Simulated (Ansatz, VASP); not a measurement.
**Sn: VASP beside Ansatz**

```xyz
4
Lattice="3.4775 0.0000 0.0000 -1.7388 3.0116 0.0000 0.0000 0.0000 11.4893" Properties=species:S:1:pos:R:3 pbc="T T T"
Sn   -1.7388    3.0116    0.0000
Sn   -1.7388    3.0116    5.7446
Sn    0.0000    2.0077    2.8723
Sn    1.7388    1.0039    8.6170
```

Alike in both runs: task single point; functional PBE; k mesh 12 × 12 × 4; occupations fermi-dirac, width 0.1 eV; no spin polarisation.

|  | VASP | Ansatz |
| --- | --- | --- |
| version | VASP 6.6.1 | Ansatz 0.2.0 |
| potentials or method | VASP PAW PBE potentials, release 64 (Sn_d), cutoff 500 eV | plane waves (420 eV) with PAW, scalar-relativistic |
| valence electrons in the cell | 56 | 56 |

```tsv
	VASP	Ansatz	Ansatz less VASP
pressure (GPa)	-2.9	-2.9	+0.04
traceless stress, the component that is largest in VASP (GPa)	-0.07	-0.07	+0.001
```
